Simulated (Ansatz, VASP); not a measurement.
## One calculation of GaAs, two programs

```
As Ga
1.0
     0.00000    2.82685    2.82685
     2.82685    0.00000    2.82685
     2.82685    2.82685    0.00000
As Ga
1 1
Direct
  0.75000 0.75000 0.75000
  0.00000 0.00000 0.00000
```

Alike in both runs: task single point; functional PBE-based global hybrid with a share of 0.1 of exact exchange; k mesh 5 × 5 × 5; occupations fermi-dirac, width 0.05 eV; no spin polarisation.

|  | VASP | Ansatz |
| --- | --- | --- |
| version | VASP 6.6.1 | Ansatz 0.2.0 |
| potentials or method | VASP PAW PBE potentials, release 64 (As, Ga_d) | Ansatz PAW |
| plane-wave cutoff (eV) | 520 | 420 |
| valence electrons in the cell | 18 | 28 |

VASP gave:

```
gap on the k mesh at the Fermi level (eV) : 1.12
least direct gap on the mesh (eV)         : 1.12
pressure (GPa)                            : 2.4
```

Task: Estimate Ansatz's values.

Result: gap on the k mesh at the Fermi level (eV): 1.10; least direct gap on the mesh (eV): 1.10; pressure (GPa): 2.3.

VASP's potentials were made for PBE, not for PBE-based global hybrid. With one functional, cell and mesh, what is left measures potentials, basis and numerics. VASP's potentials hold 18 valence electrons a cell and Ansatz's 28, so a difference there can come from the potentials and not from the codes.

Noted on Ansatz's run: odd divisions of the mesh miss points on the zone boundary, where band edges often lie, so the gap on the mesh can be too wide.
